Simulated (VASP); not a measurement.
# Pt (I4/mmm) in VASP: further runs, part 2 of 2

VASP 6.6.1.

## 3. Relaxation of cell and atoms, PBEsol

File INCAR:

```
SYSTEM = Pt
ALGO = Normal ; EDIFF = 1E-7
EDIFFG = -0.01 ; ENCUT = 600
GGA = PS ; IBRION = 2
ISIF = 3 ; ISMEAR = 0
LASPH = .True. ; LCHARG = .False.
LREAL = .False. ; LWAVE = .False.
NELM = 100 ; NSW = 100
PREC = Accurate ; SIGMA = 0.1
```

File KPOINTS:

```
k-points
0
Gamma
  26 26 26
  0 0 0
```

File POSCAR:

```
Pt
1.0
   -1.6758614756      1.6758614756      1.3535962696
    1.6758614756     -1.6758614756      1.3535962696
    1.6758614756      1.6758614756     -1.3535962696
Pt
1
Direct
    0.5000000000      0.5000000000      0.0000000000
```

Potentials or basis: VASP PAW PBE potentials, release 64 (Pt).

Started as:

```console
$ cat potpaw_PBE.64/Pt/POTCAR > POTCAR
$ mpirun -np 1 vasp_std > vasp.out
```

OUTCAR:

```text
SYSTEM = Pt
   EDIFF = 1E-7
   EDIFFG = -0.01
   ENCUT = 600
   GGA = PS
   IBRION = 2
   ISIF = 3
   ISMEAR = 0
   LASPH = .True.
   LREAL = .False.
   NELM = 100
   NSW = 100
   PREC = Accurate

 ion  position               nearest neighbor table
   1  0.500  0.500  0.000-

  LATTYP: Found a body centered tetragonal cell.
 ALAT       =     3.3517229512
 C/A-ratio  =     0.8077017637

  Lattice vectors:

 A1 = (  -1.6758614756,   1.6758614756,   1.3535962696)
 A2 = (   1.6758614756,  -1.6758614756,   1.3535962696)
 A3 = (   1.6758614756,   1.6758614756,  -1.3535962696)

Analysis of symmetry for initial positions (statically):
=====================================================================
 Subroutine PRICEL returns:
 Original cell was already a primitive cell.

 Routine SETGRP: Setting up the symmetry group for a
 body centered tetragonal supercell.

 Subroutine GETGRP returns: Found 16 space group operations
 (whereof 16 operations were pure point group operations)
 out of a pool of 16 trial point group operations.

The static configuration has the point symmetry D_4h.

Analysis of symmetry for dynamics (positions and initial velocities):
=====================================================================
 Subroutine PRICEL returns:
 Original cell was already a primitive cell.

 Routine SETGRP: Setting up the symmetry group for a
 body centered tetragonal supercell.

 Subroutine GETGRP returns: Found 16 space group operations
 (whereof 16 operations were pure point group operations)
 out of a pool of 16 trial point group operations.

The dynamic configuration has the point symmetry D_4h.

 Subroutine INISYM returns: Found 16 space group operations
 (whereof 16 operations are pure point group operations),
 and found     1 'primitive' translations

----------------------------------------------------------------------------------------

                                     Primitive cell

  volume of cell :      15.2064

  direct lattice vectors                    reciprocal lattice vectors
    -1.675861476  1.675861476  1.353596270     0.000000000  0.298354015  0.369386361
     1.675861476 -1.675861476  1.353596270     0.298354015  0.000000000  0.369386361
     1.675861476  1.675861476 -1.353596270     0.298354015  0.298354015  0.000000000

  length of vectors
     2.729330730  2.729330730  2.729330730     0.474827760  0.474827760  0.421936295

  position of ions in fractional coordinates (direct lattice)
     0.500000000  0.500000000  0.000000000

  ion indices of the primitive-cell ions
   primitive index   ion index
                 1           1

----------------------------------------------------------------------------------------

 KPOINTS: k-points

Automatic generation of k-mesh.
 Grid dimensions read from file:
 generate k-points for:   26   26   26

 Generating k-lattice:

[... 40 lines left out ...]
  0.346154  0.038462  0.000000     16.000000
  0.384615  0.038462  0.000000     16.000000
 [... further k-points ...]
   k-points           NKPTS =   1330   k-points in BZ     NKDIM =   1330   number of bands    NBANDS=      9
   number of dos      NEDOS =    301   number of ions     NIONS =      1
   total plane-waves  NPLWV =  13824
   dimension x,y,z NGX =    24 NGY =   24 NGZ =   24
   dimension x,y,z NGXF=    48 NGYF=   48 NGZF=   48
   ions per type =               1
   NGX,Y,Z   is equivalent  to a cutoff of  14.62, 14.62, 14.62 a.u.
   NGXF,Y,Z  is equivalent  to a cutoff of  29.24, 29.24, 29.24 a.u.
 SYSTEM =  Pt
   PREC   = accura    normal or accurate (medium, high low for compatibility)
   ISTART =      0    job   : 0-new  1-cont  2-samecut
   ICHARG =      2    charge: 1-file 2-atom 10-const
   ISPIN  =      1    spin polarized calculation?
   LNONCOLLINEAR =      F non collinear calculations
   LSORBIT =      F    spin-orbit coupling
   LASPH  =      T    aspherical Exc in radial PAW
   ENCUT  =  600.0 eV  44.10 Ry    6.64 a.u.   5.45  5.45  5.45*2*pi/ulx,y,z
   NELM   =    100;   NELMIN=  2; NELMDL= -5     # of ELM steps
   EDIFF  = 0.1E-06   stopping-criterion for ELM
   LREAL  =      F    real-space projection
   EDIFFG = -.1E-01   stopping-criterion for IOM
   NSW    =    100    number of steps for IOM
   IBRION =      2    ionic relax: 0-MD 1-quasi-New 2-CG
   NFREE  =      1    steps in history (QN), initial steepest desc. (CG)
   ISIF   =      3    stress and relaxation
   ISYM   =      2    0-nonsym 1-usesym 2-fastsym
   POTIM  = 0.5000    time-step for ionic-motion
   TEBEG  =    0.0;   TEEND  =   0.0 temperature during run
   PSTRESS=    0.0 pullay stress
   NELECT =      10.0000    total number of electrons
   NUPDOWN=      -1.0000    fix difference up-down
   EMIN   =  10.00;   EMAX   =-10.00  energy-range for DOS
   EFERMI =   0.00;   METHOD = LEGACY
   ISMEAR =     0;   SIGMA  =   0.10  broadening in eV -4-tet -1-fermi 0-gaus
   EFERMI_NEDOS =   21; number of points for ismear=-14 and -15
   IALGO  =     38    algorithm
   IMIX   =      4    mixing-type and parameters
     AMIX     =   0.40;   BMIX     =  1.00
     AMIX_MAG =   1.60;   BMIX_MAG =  1.00
  volume/ion in A,a.u.               =      15.21       102.62
  Fermi-wavevector in a.u.,A,eV,Ry     =   1.423638  2.690287 27.575559  2.026746
  Thomas-Fermi vector in A             =   2.544215
   LORBIT       =      0    0 simple, 1 ext, 2 COOP (PROOUT), +10 PAW based schemes
   GGA     = PS    functional components
   LHFCALC =     F    Hartree Fock is set to
   AEXX    =    0.0000 exact exchange contribution
   IVDW    =     0    specifies the selected vdW correction
   LEPSILON=     F    determine dielectric tensor
   LRPA    =     F    only Hartree local field effects (RPA)
 conjugate gradient relaxation of ions
 non-spin polarized calculation
 Gauss-broadening in eV      SIGMA  =   0.10
  energy-cutoff  :      600.00
  volume of cell :       15.21
 maximum number of plane-waves:       533
 NGX is ok and might be reduce to    24
   NGX = 11   NGY = 11   NGZ = 11

--------------------------------------- Ionic step        1  -------------------------------------------

 number of electron      10.0000000 magnetization

 Free energy of the ion-electron system (eV)
  ---------------------------------------------------
  ext. energy  EPLUGINS =         0.00000000
  ---------------------------------------------------
  free energy    TOTEN  =        -6.95414759 eV

  energy without entropy =       -6.94870299  energy(sigma->0) =       -6.95142529

------------------------ aborting loop because EDIFF is reached ----------------------------------------

  FORCE on cell =-STRESS in cart. coord.  units (eV):
  Direction    XX          YY          ZZ          XY          YZ          ZX
  --------------------------------------------------------------------------------------
  -------------------------------------------------------------------------------------
  Total       -0.0267516     -0.0267516     -0.0932367      0.0000000      0.0000000      0.0000000
  in kB       -2.8186143     -2.8186143     -9.8236332      0.0000000      0.0000000      0.0000000
  external PRESSURE =      -5.1536206 kB  Pullay stress =       0.0000000 kB
[... 92 lines left out ...]
--------------------------------------- Ionic step        4  -------------------------------------------

 number of electron      10.0000000 magnetization

 Free energy of the ion-electron system (eV)
  ---------------------------------------------------
  ext. energy  EPLUGINS =         0.00000000
  ---------------------------------------------------
  free energy    TOTEN  =        -6.95423620 eV

  energy without entropy =       -6.94881507  energy(sigma->0) =       -6.95152564

 E-fermi :  10.9296     XC(G=0): -13.5745

 val. band max:       10.9291454774   @ k =   0.3462   0.1923   0.0769
 cond. band min:      10.9303998178   @ k =   0.3462   0.0769   0.0769
 fundamental gap:      0.0012543404
 Fermi energy:        10.9295560839

 k-point     1 :       0.0000    0.0000    0.0000
  band No.  band energies     occupation
      1       0.7481      2.00000
      2       5.9133      2.00000
      3       7.6564      2.00000
      4       8.0707      2.00000
      5       8.0707      2.00000
      6      10.5630      2.00000
      7      26.4504      0.00000
      8      26.4504      0.00000
      9      31.6542      0.00000
[... 265 lines left out ...]
 k-point    24 :       0.3846    0.0385    0.0000
  band No.  band energies     occupation
      1       3.9288      2.00000
      2       5.1194      2.00000
      3       9.1563      2.00000
      4       9.8438      2.00000
      5      11.0734      0.04198
      6      11.1772      0.00046
      7      20.3865      0.00000
      8      24.1578      0.00000
      9      26.2236      0.00000

 [... further k-points ...]
[... 5 lines left out ...]
  --------------------------------------------------------------------------------------
  -------------------------------------------------------------------------------------
  Total       -0.0057293     -0.0057293      0.0056231      0.0000000      0.0000000     -0.0000000
  in kB       -0.6045599     -0.6045599      0.5933459      0.0000000      0.0000000     -0.0000000
  external PRESSURE =      -0.2052580 kB  Pullay stress =       0.0000000 kB
[... 16 lines left out ...]
  FREE ENERGIE OF THE ION-ELECTRON SYSTEM (eV)
  ---------------------------------------------------
  free  energy   TOTEN  =        -6.9542361976 eV

  energy  without entropy=       -6.9488150740  energy(sigma->0) =       -6.95152564

 reached required accuracy - stopping structural energy minimisation
```

CONTCAR:

```text
Pt
   1.00000000000000
    -1.6764909330672091    1.6764909330672091    1.3505565488163682
     1.6764909330672091   -1.6764909330672091    1.3505565488163682
     1.6764909330672091    1.6764909330672091   -1.3505565488163682
  Pt
     1
Direct
     0.5000000000000000    0.5000000000000000    0.0000000000000000

  0.00000000E+00  0.00000000E+00  0.00000000E+00
```

It took 5.8 min on 1 thread of Intel Xeon Platinum 8259CL at 2.50GHz (Skylake/Cascade Lake), shared host; peak memory 0.38 GiB.

Results:

* Free energy: -6.9542 eV
* Relaxed volume: 15.18 Å³/atom
* Relaxed cell: a = 2.729 Å, b = 2.729 Å, c = 2.729 Å, α = 104.18°, β = 104.18°, γ = 120.67°
* Space group after relaxing (to 0.05 Å): I4/mmm (No. 139)
* Energy gained by relaxing: 0.1 meV/atom
* Ionic steps: 4
* Pressure after relaxing: 0.0 GPa
* Band gap on the k mesh: zero (band 5 reaches 11.71 eV, above the bottom of band 6 at 9.51 eV)

Final structure:
```cif
data_structure
_symmetry_space_group_name_H-M 'P 1'
_symmetry_Int_Tables_number 1
_cell_length_a 2.7286
_cell_length_b 2.7286
_cell_length_c 2.7286
_cell_angle_alpha 104.181
_cell_angle_beta 104.181
_cell_angle_gamma 120.665
_cell_volume 15.18
loop_
_atom_site_label
_atom_site_type_symbol
_atom_site_fract_x
_atom_site_fract_y
_atom_site_fract_z
_atom_site_occupancy
Pt1 Pt 0.50000 0.50000 0.00000 1
```

Levels at points of the mesh, in eV from the Fermi level:
| k point | band 2 | band 3 | band 4 | band 5 | band 6 | band 7 | band 8 | band 9 |
| --- | --- | --- | --- | --- | --- | --- | --- | --- |
| (0.00, 0.00, 0.00) | -5.02 | -3.27 | -2.86 | -2.86 | -0.37 | 15.52 | 15.52 | 20.72 |
| (0.50, 0.00, 0.00) | -5.97 | -1.61 | 0.41 | 0.61 | 0.61 | 7.39 | 12.50 | 14.29 |
| (0.50, 0.50, 0.00) | -3.70 | -3.38 | -1.56 | -0.97 | 0.63 | 5.17 | 14.94 | 19.88 |
| (0.50, 0.50, 0.50) | -6.68 | 0.23 | 0.23 | 0.78 | 5.43 | 5.43 | 11.89 | 12.51 |

Caveat: the PAW data sets were made with another functional, which shifts forces and pressure a little; spin-orbit coupling is left out, which moves the levels of the heavy elements.
